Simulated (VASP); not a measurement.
**B: single point with r2SCAN**

Crystal: B.

```xyz
2
Lattice="1.7061 0.0000 0.0000 -0.8530 1.4775 0.0000 0.0000 0.0000 7.4385" Properties=species:S:1:pos:R:3 pbc="T T T"
B     0.0000    0.9850    1.8596
B     0.8530    0.4925    5.5789
```

This isn't the form of B at room conditions, which is rhombohedral.

```json
{
 "Program": "VASP 6.6.1",
 "Task": "single point",
 "Functional": "r2SCAN",
 "Potentials or basis": "VASP PAW PBE potentials, release 64 (B)",
 "Cutoff": "520 eV",
 "k mesh": "36 × 36 × 8",
 "Occupations": "gaussian, width 0.1 eV",
 "Spin": "no spin polarisation",
 "Dipole correction": "no",
 "Further INCAR settings": "ALGO = Normal; EDIFF = 1e-06; NBANDS = 10"
}
```

The pressure is 0.1 GPa. The band gap on the k mesh is zero (bands 3 and 4 overlap by 11.83 eV).

Stress tensor (GPa, compression positive):
```
 0.20  0.00  0.00
 0.00  0.20  0.00
 0.00  0.00 -0.15
```

Levels at points of the mesh, in eV from the Fermi level:
```tsv
k point	band 1	band 2	band 3	band 4	band 5	band 6	band 7
(0.00, 0.00, 0.00)	-18.36	-18.08	-9.06	-7.33	2.41	9.12	13.43
(0.50, 0.00, 0.00)	-9.31	-9.28	1.16	1.34	5.94	6.44	12.50
(0.00, 0.00, 0.50)	-18.22	-18.22	-8.28	-8.28	4.94	4.94	19.35
(0.50, 0.00, 0.50)	-9.29	-9.29	1.24	1.24	6.22	6.22	12.94
```

Wall time 2.4 min on 1 thread of Intel(R) Xeon(R) 6975P-C (Granite Rapids), with other jobs on the host, peak memory 0.21 GiB.

Caveat: the PAW data sets were made with another functional, which shifts forces and pressure a little.
